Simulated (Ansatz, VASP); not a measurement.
SnSe in VASP and in Ansatz

Contents of POSCAR:

```
SnSe
1.0
    0.0000000000      3.0100000000      3.0100000000
    3.0100000000      0.0000000000      3.0100000000
    3.0100000000      3.0100000000      0.0000000000
Sn Se
1 1
Direct
    0.0000000000      0.0000000000      0.0000000000
    0.5000000000      0.5000000000      0.5000000000
```

Contents of INCAR.step1:

```
SYSTEM = SnSe
PREC     = Accurate       ! precision mode
ENCUT    = 520            ! plane-wave cutoff, eV
EDIFF    = 1E-5           ! SCF threshold, eV
ISMEAR   = -1             ! smearing method
SIGMA    = 0.05           ! smearing width, eV
LREAL    = .False.        ! projectors in reciprocal space
LASPH    = .True.         ! aspherical terms in the spheres
NELM     = 100            ! most SCF steps
ALGO     = Normal         ! electronic algorithm
ISIF     = 2              ! what is computed and relaxed
LWAVE    = .True.         ! write WAVECAR
LCHARG   = .False.        ! write CHGCAR
GGA      = PE             ! functional
NBANDS   = 17             ! bands
```

Contents of INCAR.step2:

```
SYSTEM = SnSe
PREC     = Accurate       ! precision mode
ENCUT    = 520            ! plane-wave cutoff, eV
EDIFF    = 1E-6           ! SCF threshold, eV
ISMEAR   = -1             ! smearing method
SIGMA    = 0.05           ! smearing width, eV
LREAL    = .False.        ! projectors in reciprocal space
LASPH    = .True.         ! aspherical terms in the spheres
NELM     = 100            ! most SCF steps
ALGO     = Normal         ! electronic algorithm
ISIF     = 2              ! what is computed and relaxed
LWAVE    = .False.        ! write WAVECAR
LCHARG   = .False.        ! write CHGCAR
GGA      = PE             ! functional
LHFCALC  = .True.         ! exact exchange
AEXX     = 0.25           ! exact-exchange fraction
HFSCREEN = 0.2            ! screening, 1/A
PRECFOCK = Normal       
ISTART   = 1            
NBANDS   = 17             ! bands
```

Contents of KPOINTS:

```
Automatic mesh
0
Gamma
  4 4 4
  0 0 0
```

Contents of input.yaml:

```yaml
crystal:
  lattice:
    - [0.0, 3.01, 3.01]
    - [3.01, 0.0, 3.01]
    - [3.01, 3.01, 0.0]
  atoms:
    - { symbol: Sn, position: [0.0, 0.0, 0.0] }
    - { symbol: Se, position: [0.5, 0.5, 0.5] }
hamiltonian:
  xc: { exchange: pbe, correlation: pbe, exx: { coeff: 0.25, omega: 0.2 } }
  pseudopotentials: { kind: paw }
kpoints:
  mp_grid: { grid: [4, 4, 4] }
scf:
  occupations: { method: fermi_dirac, width: 0.05 }
output:
  forces: true
  stress: true
  eigenvalues: true
```

Alike in both runs: task single point; functional PBE-based screened hybrid; k mesh 4 × 4 × 4; occupations fermi-dirac, width 0.05 eV; no spin polarisation.

```csv
,VASP,Ansatz
version,VASP 6.6.1,Ansatz 0.2.0
potentials or method,"VASP PAW PBE potentials, release 64 (Sn_d, Se)",Ansatz PAW
plane-wave cutoff (eV),520,420
valence electrons in the cell,20,30
```

|  | VASP | Ansatz | Ansatz less VASP |
| --- | --- | --- | --- |
| gap on the k mesh at the Fermi level (eV) | 0.48 | 0.49 | +0.008 |
| least direct gap on the mesh (eV) | 0.48 | 0.49 | +0.008 |
| pressure (GPa) | -1.9 | -1.8 | +0.07 |

VASP's potentials were made for PBE, not for PBE-based screened hybrid. VASP's potentials hold 20 valence electrons a cell and Ansatz's 30, so a difference there can come from the potentials and not from the codes.

The k mesh is coarse, so the values compare programs but aren't converged.
